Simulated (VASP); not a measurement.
Set up this calculation in VASP 6.6.1, as the native input.

```yaml
Task: single point
Functional: PBE
Dispersion: D3(BJ)
Potentials_or_basis: VASP PAW PBE potentials, release 64 (H, C, F)
Cutoff: 520 eV
k_mesh: 3 × 3 × 1
Occupations: gaussian, width 0.05 eV
Spin: no spin polarisation
Dipole_correction: no
Further_INCAR_settings: LREAL = Auto; ALGO = Normal; EDIFF = 1e-06; NBANDS = 55
```

The structure of H5C16F lies in POSCAR:

```
H5C16F
1.0
    5.0487420000      0.0000000000      0.0000000000
    2.5243710000      4.3723390000      0.0000000000
    0.0000000000      0.0000000000     16.6764260000
H C F
5 16 1
Direct
    0.1666667848      0.1666666285      0.0599648870
    0.6666667848      0.1666666285      0.0599648870
    0.1666666285      0.6666667429      0.0599648870
    0.6666666285      0.6666667429      0.0599648870
    0.0213591768      0.5136982745      0.3495302291
    0.1666667848      0.1666666285      0.1259262626
    0.6666667848      0.1666666285      0.1259262626
    0.1666666285      0.6666667429      0.1259262626
    0.6666666285      0.6666667429      0.1259262626
   -0.1666666285      0.3333332571      0.1568252694
    0.3333333715      0.3333332571      0.1568252694
   -0.1666667848      0.8333333715      0.1568252694
    0.3333332152      0.8333333715      0.1568252694
   -0.1686327961      0.3335082207      0.2560519862
    0.3314738996      0.3323619234      0.2528343303
   -0.1681717089      0.8337516830      0.2544355727
    0.3321801832      0.8350301749      0.2567410427
   -0.0001059230     -0.0015810759      0.2715732376
    0.5008414935     -0.0003000682      0.2734542161
   -0.0006428910      0.4999395061      0.2836241410
    0.4939793922      0.5019640517      0.2750163015
    0.2507186217      0.6322661623      0.3972107693
```

These files were run (other wordings do the same):

INCAR

```
  PREC = Accurate
  ENCUT = 520
  EDIFF = 1E-6
  ISMEAR = 0
  SIGMA = 0.05
  LREAL = Auto
  LASPH = True
  NELM = 60
  ALGO = Normal
  ISIF = 2
  LWAVE = False
  LCHARG = True
  GGA = PE
  IVDW = 12
  LELF = True
  LVHAR = True
  NBANDS = 55
```

KPOINTS

```
regular mesh
0
Gamma
  3 3 1
```

Potentials or basis: VASP PAW PBE potentials, release 64 (H, C, F).

The run is started by

```bash
$ cat potpaw_PBE.64/H/POTCAR potpaw_PBE.64/C/POTCAR potpaw_PBE.64/F/POTCAR > POTCAR
$ mpirun -np 1 vasp_std > vasp.out
```

Results of the run:

| Property | Result |
| --- | --- |
| Largest force | 1.707 eV/Å |
| Band gap on the k mesh | zero (bands 38 and 39 overlap by 0.07 eV) |
| Dispersion energy per atom | -0.107 eV |

Caveat: the k points lie up to 0.48 Å⁻¹ apart.

Run time: 3.5 min on 1 thread of AMD EPYC 9R45 96-Core Processor (Zen 5) (shared host), peak memory 0.46 GiB.
